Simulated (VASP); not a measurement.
Input of a VASP 6.6.1 run:

INCAR

```
SYSTEM = BaTiO3
PREC = Accurate
ENCUT = 520
EDIFF = 1E-6
ISMEAR = 0
SIGMA = 0.02
LREAL = .FALSE.
LASPH = .TRUE.
NELM = 60
ALGO = Normal
ISIF = 2
LWAVE = .FALSE.
LCHARG = .FALSE.
GGA = PE
NBANDS = 28
```

Contents of KPOINTS:

```
regular mesh
0
G
  6 6 6
  0 0 0
```

The input POSCAR:

```
BaTiO3
1.0
    2.8276681575      1.6325549719      2.3177316080
   -2.8276681575      1.6325549719      2.3177316080
    0.0000000000     -3.2651099438      2.3177316080
Ba Ti O
1 1 3
Direct
    0.0000000000      0.0000000000      0.0000000000
    0.5140000000      0.5140000000      0.5140000000
    0.4916000000      0.4916000000      0.9815000000
    0.4916000000      0.9815000000      0.4916000000
    0.9815000000      0.4916000000      0.4916000000
```

Potentials or basis: VASP PAW PBE potentials, release 64 (Ba_sv, Ti_sv, O).

Command:

```sh
$ cat potpaw_PBE.64/Ba_sv/POTCAR potpaw_PBE.64/Ti_sv/POTCAR potpaw_PBE.64/O/POTCAR > POTCAR
$ mpirun -np 1 vasp_std > vasp.out
```

Problem. What does it give for the band gap on the k mesh?

Solution. 2.35 eV, indirect (least direct gap 2.74 eV).

Problem. What does it give for the largest force?

Solution. 0.213 eV/Å.

Problem. Estimate the pressure.

Solution. 6.8 GPa.

Forces on the atoms (eV/Å):
```
Ba   0.000  0.000  0.076
Ti   0.000  0.000 -0.135
O    0.000 -0.212  0.020
O   -0.184  0.106  0.020
O    0.184  0.106  0.020
```

Caveat: spin-orbit coupling is left out, which moves the levels of the heavy elements. A k mesh can miss the band edges.
